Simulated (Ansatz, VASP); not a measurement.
Two plane-wave programs on TiAl

File INCAR:

```
SYSTEM = TiAl
PREC = Accurate
ENCUT = 520
EDIFF = 1E-6
ISMEAR = 0
SIGMA = 0.15
LREAL = .FALSE.
LASPH = .TRUE.
NELM = 100
ALGO = Fast
ISIF = 2
LWAVE = .FALSE.
LCHARG = .TRUE.
GGA = PS
LELF = .TRUE.
LVHAR = .TRUE.
NBANDS = 14
```

File KPOINTS:

```
Automatic mesh
0
G
  18 18 10
  0 0 0
```

Contents of POSCAR:

```
TiAl
1.0
    2.8672622327      0.0000000000      0.0000000000
   -1.4336311163      2.4831219328      0.0000000000
    0.0000000000      0.0000000000      4.6780830000
Ti Al
1 1
Direct
   -0.1166989603     -0.0854295681     -0.0641288323
    0.3333333333      0.6666666667      0.5000000000
```

Input for Ansatz:

```yaml
crystal:
  lattice:
    - [2.8672622327, 0.0, 0.0]
    - [-1.4336311163, 2.4831219328, 0.0]
    - [0.0, 0.0, 4.678083]
  atoms:
    - { symbol: Ti, position: [-0.1166989603, -0.0854295681, -0.0641288323] }
    - { symbol: Al, position: [0.3333333333, 0.6666666667, 0.5] }
basis:
  ecutwfc: 420
kpoints:
  mp_grid: { grid: [18, 18, 10] }
hamiltonian:
  xc: pbesol
scf:
  occupations: { method: gaussian, width: 0.15 }
output:
  forces: true
  stress: true
  eigenvalues: true
```

Alike in both runs: task single point; functional PBEsol; k mesh 18 × 18 × 10; occupations gaussian, width 0.15 eV; no spin polarisation.

|  | VASP | Ansatz |
| --- | --- | --- |
| version | VASP 6.6.1 | Ansatz 0.2.0 |
| potentials or method | VASP PAW PBE potentials, release 64 (Ti_sv, Al), cutoff 520 eV | scalar-relativistic, plane waves, PAW |
| valence electrons in the cell | 15 | 15 |

Ansatz gave:

```
gap on the k mesh at the Fermi level (eV)                     : none
pressure (GPa)                                                : 2.5
traceless stress, the component that is largest in VASP (GPa) : -5.96
rms of the force components (eV/Å)                            : 1.464
```

Q: What did VASP give for the same quantities?

A: gap on the k mesh at the Fermi level (eV): none; pressure (GPa): 2.5; traceless stress, the component that is largest in VASP (GPa): -6.00; rms of the force components (eV/Å): 1.466.

VASP's potentials were made for PBE, not for PBEsol. Atom by atom the forces differ by 0.003 eV/Å (rms over components). A gap of «none» marks a metal or a gap that the smearing closes.
